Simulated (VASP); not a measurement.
# Ag (Fm-3m) in VASP: notebook

The runs below take Ag through single point, relaxation of cell and atoms, with PBEsol.

Everything below comes from runs of VASP 6.6.1. Logs are shortened: lines on timing, memory, paths and dates and some standing lists are left out, and cuts for length are marked.

### Step 1. The cell of the first run

The structure is cubic, space group Fm-3m (No. 225). Conventional cell: a = 4.052 Å, b = 4.052 Å, c = 4.052 Å, α = 90.00°, β = 90.00°, γ = 90.00°. Within 3.8 Å of Ag (site symmetry m-3m) lie 12 Ag at 2.87 Å.

### Step 2. Single point, PBEsol

File INCAR:

```
SYSTEM = Ag
PREC = Accurate ; ENCUT = 520
EDIFF = 1E-6 ; ISMEAR = -1
SIGMA = 0.05 ; LREAL = .False.
LASPH = .True. ; NELM = 100
ALGO = Normal ; ISIF = 2
LWAVE = .False. ; LCHARG = .False.
GGA = PS ; NBANDS = 12
```

File KPOINTS:

```
Automatic mesh
0
Gamma
  9 9 9
  0 0 0
```

File POSCAR:

```
Ag
1.0
    0.0000000000      2.0260434870      2.0260434870
    2.0260434870      0.0000000000      2.0260434870
    2.0260434870      2.0260434870      0.0000000000
Ag
1
Direct
    0.0000000000      0.0000000000      0.0000000000
```

Potentials or basis: VASP PAW PBE potentials, release 64 (Ag).

Run with:

```sh
$ cat potpaw_PBE.64/Ag/POTCAR > POTCAR
$ mpirun -np 1 vasp_std > vasp.out
```

OUTCAR:

```text
SYSTEM = Ag
   PREC = Accurate
   ENCUT = 520
   EDIFF = 1E-6
   ISMEAR = -1
   LREAL = .False.
   LASPH = .True.
   NELM = 100
   ISIF = 2
   GGA = PS

 ion  position               nearest neighbor table
   1  0.000  0.000  0.000-

  LATTYP: Found a face centered cubic cell.
 ALAT       =     4.0520869740

  Lattice vectors:

 A1 = (   0.0000000000,   2.0260434870,   2.0260434870)
 A2 = (   2.0260434870,   0.0000000000,   2.0260434870)
 A3 = (   2.0260434870,   2.0260434870,   0.0000000000)

Analysis of symmetry for initial positions (statically):
=====================================================================
 Subroutine PRICEL returns:
 Original cell was already a primitive cell.

 Routine SETGRP: Setting up the symmetry group for a
 face centered cubic supercell.

 Subroutine GETGRP returns: Found 48 space group operations
 (whereof 48 operations were pure point group operations)
 out of a pool of 48 trial point group operations.

The static configuration has the point symmetry O_h .

Analysis of symmetry for dynamics (positions and initial velocities):
=====================================================================
 Subroutine PRICEL returns:
 Original cell was already a primitive cell.

 Routine SETGRP: Setting up the symmetry group for a
 face centered cubic supercell.

 Subroutine GETGRP returns: Found 48 space group operations
 (whereof 48 operations were pure point group operations)
 out of a pool of 48 trial point group operations.

The dynamic configuration has the point symmetry O_h .

 Subroutine INISYM returns: Found 48 space group operations
 (whereof 48 operations are pure point group operations),
 and found     1 'primitive' translations

----------------------------------------------------------------------------------------

                                     Primitive cell

  volume of cell :      16.6332

  direct lattice vectors                    reciprocal lattice vectors
     0.000000000  2.026043487  2.026043487    -0.246786411  0.246786411  0.246786411
     2.026043487  0.000000000  2.026043487     0.246786411 -0.246786411  0.246786411
     2.026043487  2.026043487  0.000000000     0.246786411  0.246786411 -0.246786411

  length of vectors
     2.865258177  2.865258177  2.865258177     0.427446602  0.427446602  0.427446602

  position of ions in fractional coordinates (direct lattice)
     0.000000000  0.000000000  0.000000000

  ion indices of the primitive-cell ions
   primitive index   ion index
                 1           1

----------------------------------------------------------------------------------------

 KPOINTS: Automatic mesh

Automatic generation of k-mesh.
 Grid dimensions read from file:
 generate k-points for:    9    9    9

 Generating k-lattice:

  Cartesian coordinates                     Fractional coordinates (reciprocal lattice)
    -0.027420712  0.027420712  0.027420712     0.111111111  0.000000000  0.000000000
     0.027420712 -0.027420712  0.027420712     0.000000000  0.111111111  0.000000000
     0.027420712  0.027420712 -0.027420712     0.000000000  0.000000000  0.111111111

  Length of vectors
     0.047494067  0.047494067  0.047494067

  Shift w.r.t. Gamma in fractional coordinates (k-lattice)
     0.000000000  0.000000000  0.000000000

 Subroutine IBZKPT returns following result:
 ===========================================

 Found     35 irreducible k-points:

 Following reciprocal coordinates:
            Coordinates               Weight
  0.000000  0.000000  0.000000      1.000000
  0.111111  0.000000  0.000000      8.000000
  0.222222  0.000000  0.000000      8.000000
  0.333333  0.000000  0.000000      8.000000
  0.444444  0.000000  0.000000      8.000000
  0.111111  0.111111  0.000000      6.000000
[... 16 lines left out ...]
 -0.333333  0.333333  0.000000     12.000000
  0.444444  0.444444  0.000000      6.000000
 [... further k-points ...]
   k-points           NKPTS =     35   k-points in BZ     NKDIM =     35   number of bands    NBANDS=     12
   number of dos      NEDOS =    301   number of ions     NIONS =      1
   total plane-waves  NPLWV =  13824
   dimension x,y,z NGX =    24 NGY =   24 NGZ =   24
   dimension x,y,z NGXF=    48 NGYF=   48 NGZF=   48
   ions per type =               1
   NGX,Y,Z   is equivalent  to a cutoff of  13.93, 13.93, 13.93 a.u.
   NGXF,Y,Z  is equivalent  to a cutoff of  27.85, 27.85, 27.85 a.u.
 SYSTEM =  Ag
   PREC   = accura    normal or accurate (medium, high low for compatibility)
   ISTART =      0    job   : 0-new  1-cont  2-samecut
   ICHARG =      2    charge: 1-file 2-atom 10-const
   ISPIN  =      1    spin polarized calculation?
   LNONCOLLINEAR =      F non collinear calculations
   LSORBIT =      F    spin-orbit coupling
   LASPH  =      T    aspherical Exc in radial PAW
   ENCUT  =  520.0 eV  38.22 Ry    6.18 a.u.   5.33  5.33  5.33*2*pi/ulx,y,z
   NELM   =    100;   NELMIN=  2; NELMDL= -5     # of ELM steps
   EDIFF  = 0.1E-05   stopping-criterion for ELM
   LREAL  =      F    real-space projection
   EDIFFG = 0.1E-04   stopping-criterion for IOM
   NSW    =      0    number of steps for IOM
   IBRION =     -1    ionic relax: 0-MD 1-quasi-New 2-CG
   NFREE  =      0    steps in history (QN), initial steepest desc. (CG)
   ISIF   =      2    stress and relaxation
   ISYM   =      2    0-nonsym 1-usesym 2-fastsym
   POTIM  = 0.5000    time-step for ionic-motion
   TEBEG  =    0.0;   TEEND  =   0.0 temperature during run
   PSTRESS=    0.0 pullay stress
   NELECT =      11.0000    total number of electrons
   NUPDOWN=      -1.0000    fix difference up-down
   EMIN   =  10.00;   EMAX   =-10.00  energy-range for DOS
   EFERMI =   0.00;   METHOD = LEGACY
   ISMEAR =    -1;   SIGMA  =   0.05  broadening in eV -4-tet -1-fermi 0-gaus
   EFERMI_NEDOS =   21; number of points for ismear=-14 and -15
   IALGO  =     38    algorithm
   IMIX   =      4    mixing-type and parameters
     AMIX     =   0.40;   BMIX     =  1.00
     AMIX_MAG =   1.60;   BMIX_MAG =  1.00
  volume/ion in A,a.u.               =      16.63       112.25
  Fermi-wavevector in a.u.,A,eV,Ry     =   1.426309  2.695333 27.679113  2.034357
  Thomas-Fermi vector in A             =   2.546600
   LORBIT       =      0    0 simple, 1 ext, 2 COOP (PROOUT), +10 PAW based schemes
   GGA     = PS    functional components
   LHFCALC =     F    Hartree Fock is set to
   AEXX    =    0.0000 exact exchange contribution
   IVDW    =     0    specifies the selected vdW correction
   LEPSILON=     F    determine dielectric tensor
   LRPA    =     F    only Hartree local field effects (RPA)
 non-spin polarized calculation
  energy-cutoff  :      520.00
  volume of cell :       16.63
 maximum number of plane-waves:       459
 NGX is ok and might be reduce to    24
   NGX = 11   NGY = 11   NGZ = 11

 number of electron      11.0000001 magnetization

 Free energy of the ion-electron system (eV)
  ---------------------------------------------------
  ext. energy  EPLUGINS =         0.00000000
  ---------------------------------------------------
  free energy    TOTEN  =        -3.32902733 eV

  energy without entropy =       -3.32822423  energy(sigma->0) =       -3.32862578

 E-fermi :   8.8355     XC(G=0): -12.5602

 val. band max:        8.4571384220   @ k =   0.4444   0.3333   0.0000
 cond. band min:       8.9710785284   @ k =  -0.4444   0.1111   0.0000
 fundamental gap:      0.5139401064
 Fermi energy:         8.8354696700

 k-point     1 :       0.0000    0.0000    0.0000
  band No.  band energies     occupation
      1       0.5653      2.00000
      2       3.7177      2.00000
      3       3.7177      2.00000
      4       3.7177      2.00000
      5       4.8102      2.00000
      6       4.8102      2.00000
      7      24.6193      0.00000
      8      28.3361      0.00000
      9      28.3361      0.00000
     10      28.3361      0.00000
     11      33.2201      0.00000
     12      34.5109      0.00000

 k-point     2 :       0.1111    0.0000    0.0000
  band No.  band energies     occupation
      1       0.9498      2.00000
      2       3.6361      2.00000
      3       3.8197      2.00000
      4       3.8197      2.00000
      5       4.7767      2.00000
      6       4.7767      2.00000
      7      24.4661      0.00000
      8      26.0500      0.00000
      9      28.5092      0.00000
     10      28.5092      0.00000
     11      32.5397      0.00000
     12      33.9333      0.00000

 k-point     3 :       0.2222    0.0000    0.0000
  band No.  band energies     occupation
      1       1.8310      2.00000
      2       3.7264      2.00000
      3       3.9370      2.00000
      4       3.9370      2.00000
      5       4.8613      2.00000
      6       4.8613      2.00000
      7      20.9543      0.00000
      8      25.3992      0.00000
      9      28.6131      0.00000
     10      28.6131      0.00000
     11      31.5483      0.00000
     12      32.4163      0.00000
[... 286 lines left out ...]
 k-point    23 :      -0.3333    0.3333    0.0000
  band No.  band energies     occupation
      1       2.6996      2.00000
      2       3.3019      2.00000
      3       3.9470      2.00000
      4       4.7584      2.00000
      5       5.3486      2.00000
      6      11.7600      0.00000
      7      14.4728      0.00000
      8      16.2325      0.00000
      9      22.9719      0.00000
     10      25.4816      0.00000
     11      35.2472      0.00000
     12      35.3465      0.00000

 k-point    24 :       0.4444    0.4444    0.0000
  band No.  band energies     occupation
      1       2.0419      2.00000
      2       2.1847      2.00000
      3       5.5880      2.00000
      4       5.7748      2.00000
      5       5.7748      2.00000
      6       9.3201      0.00012
      7      16.4668      0.00000
      8      19.5462      0.00000
      9      19.5462      0.00000
     10      26.0096      0.00000
     11      26.0986      0.00000
     12      38.5355      0.00000

 [... further k-points ...]
[... 5 lines left out ...]
  --------------------------------------------------------------------------------------
  -------------------------------------------------------------------------------------
  Total       -0.0248921     -0.0248921     -0.0248921      0.0000000      0.0000000     -0.0000000
  in kB       -2.3977029     -2.3977029     -2.3977029      0.0000000      0.0000000     -0.0000000
  external PRESSURE =      -2.3977029 kB  Pullay stress =       0.0000000 kB

 VOLUME and BASIS-vectors are now :
 -----------------------------------------------------------------------------
  energy-cutoff  :      520.00
  volume of cell :       16.63
      direct lattice vectors                 reciprocal lattice vectors
     0.000000000  2.026043487  2.026043487    -0.246786411  0.246786411  0.246786411
     2.026043487  0.000000000  2.026043487     0.246786411 -0.246786411  0.246786411
     2.026043487  2.026043487  0.000000000     0.246786411  0.246786411 -0.246786411

 POSITION                                       TOTAL-FORCE (eV/Angst)
 -----------------------------------------------------------------------------------
      0.00000      0.00000      0.00000         0.000000      0.000000      0.000000
 -----------------------------------------------------------------------------------
    total drift:                                0.000000      0.000000     -0.000000

  FREE ENERGIE OF THE ION-ELECTRON SYSTEM (eV)
  ---------------------------------------------------
  free  energy   TOTEN  =        -3.3290273349 eV

  energy  without entropy=       -3.3282242309  energy(sigma->0) =       -3.32862578
```

Run time: 4.4 s. Hardware: 1 thread of Intel Xeon Platinum 8488C (Sapphire Rapids), shared host; peak memory 0.14 GiB.

Results:

* Free energy: -3.3290 eV
* Pressure: -0.2 GPa
* Band gap on the k mesh: zero (an odd number of electrons rules out a gap without spin polarisation)

Caveat: the PAW data sets were made with another functional, which shifts forces and pressure a little.

### Step 3. Relaxation of cell and atoms, PBEsol

This run uses another cell than the first one, of 17.05 Å³/atom.

File INCAR:

```
SYSTEM = Ag
PREC = Accurate
ENCUT = 600
EDIFF = 1E-6
ISMEAR = -1
SIGMA = 0.05
LREAL = .FALSE.
LASPH = .TRUE.
NELM = 80
ALGO = Normal
ISIF = 3
LWAVE = .FALSE.
LCHARG = .FALSE.
GGA = PS
IBRION = 2
NSW = 60
EDIFFG = -0.02
```

File KPOINTS:

```
regular mesh
0
G
  9 9 9
  0 0 0
```

File POSCAR:

```
Ag
1.0
    0.0000000000      2.0427500000      2.0427500000
    2.0427500000      0.0000000000      2.0427500000
    2.0427500000      2.0427500000      0.0000000000
Ag
1
Direct
    0.0000000000      0.0000000000      0.0000000000
```

Potentials or basis: VASP PAW PBE potentials, release 64 (Ag).

Run with:

```sh
$ cat potpaw_PBE.64/Ag/POTCAR > POTCAR
$ mpirun -np 1 vasp_std > vasp.out
```

It took 8.3 s on 1 thread of Intel Xeon Platinum 8488C (Sapphire Rapids), shared host; peak memory 0.15 GiB.

The run converged. Its results:

```yaml
Free_energy: -3.3294 eV
Relaxed_volume: 16.60 Å³/atom
Relaxed_cell: a = 2.863 Å, b = 2.863 Å, c = 2.863 Å, α = 60.00°, β = 60.00°, γ = 60.00°
Space_group_after_relaxing_to_0.1_Å: Fm-3m (No. 225)
Energy_gained_by_relaxing: 4.3 meV/atom
Ionic_steps: 3
Pressure_after_relaxing: 0.0 GPa
Band_gap_on_the_k_mesh: zero (an odd number of electrons rules out a gap without spin polarisation)
```

The path:
```csv
step,energy change (eV),largest force (eV/Å),pressure (GPa),volume (Å³)
1,0.0000,0.0000,-2.98,17.05
2,-0.0018,0.0000,2.53,16.28
3,-0.0043,0.0000,-0.01,16.60
```

Final structure:
```
Ag
1.0
     0.00000    2.02473    2.02473
     2.02473    0.00000    2.02473
     2.02473    2.02473    0.00000
Ag
1
Direct
  0.00000 0.00000 0.00000
```

Levels at points of the mesh, in eV from the Fermi level:
```csv
k point,band 2,band 3,band 4,band 5,band 6,band 7,band 8,band 9
"(0.00, 0.00, 0.00)",-5.12,-5.12,-5.12,-4.03,-4.03,15.79,19.52,19.52
```

Caveat: the PAW data sets were made with another functional, which shifts forces and pressure a little.
